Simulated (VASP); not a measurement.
Input of a VASP 6.6.1 run:

POSCAR

```
LiBe
1.0
    0.0000000000      2.2850000000      2.2850000000
    2.2850000000      0.0000000000      2.2850000000
    2.2850000000      2.2850000000      0.0000000000
Li Be
1 1
Direct
    0.0000000000      0.0000000000      0.0000000000
    0.5000000000      0.5000000000      0.5000000000
```

INCAR.step1

```
SYSTEM = LiBe
PREC = Accurate
ENCUT = 830
ISMEAR = 1
SIGMA = 0.1
LREAL = .FALSE.
LASPH = .TRUE.
NELM = 120
GGA = PE
ALGO = Normal
EDIFF = 1E-5
LWAVE = .TRUE.
LCHARG = .FALSE.
GGA_COMPAT = .FALSE.
IBRION = 2
ISIF = 3
EDIFFG = -0.005
NELMIN = 4
NSW = 100
```

Contents of INCAR.step2:

```
SYSTEM = LiBe
PREC = Accurate
ENCUT = 830
EDIFF = 1E-7
ISMEAR = 1
SIGMA = 0.1
LREAL = .FALSE.
LASPH = .TRUE.
NELM = 120
ALGO = Normal
ISIF = 3
LWAVE = .FALSE.
LCHARG = .FALSE.
METAGGA = R2SCAN
LMIXTAU = .TRUE.
IBRION = 2
NSW = 80
EDIFFG = -0.02
ISTART = 1
GGA_COMPAT = .FALSE.
NELMIN = 4
```

Contents of KPOINTS:

```
regular mesh
0
G
  8 8 8
  0 0 0
```

Potentials or basis: VASP PAW PBE potentials, release 64 (Li_sv, Be).

Launch:

```console
$ cat potpaw_PBE.64/Li_sv/POTCAR potpaw_PBE.64/Be/POTCAR > POTCAR
$ cp INCAR.step1 INCAR
$ mpirun -np 1 vasp_std > vasp.out
$ cp INCAR.step2 INCAR
$ mpirun -np 1 vasp_std > vasp.out
```

(1) Estimate the space group after relaxing (to 0.1 Å).

(2) What does it give for the relaxed cell?

Answers

(1) Fm-3m (No. 225).

(2) a = 3.341 Å, b = 3.341 Å, c = 3.341 Å, α = 60.00°, β = 60.00°, γ = 60.00°.
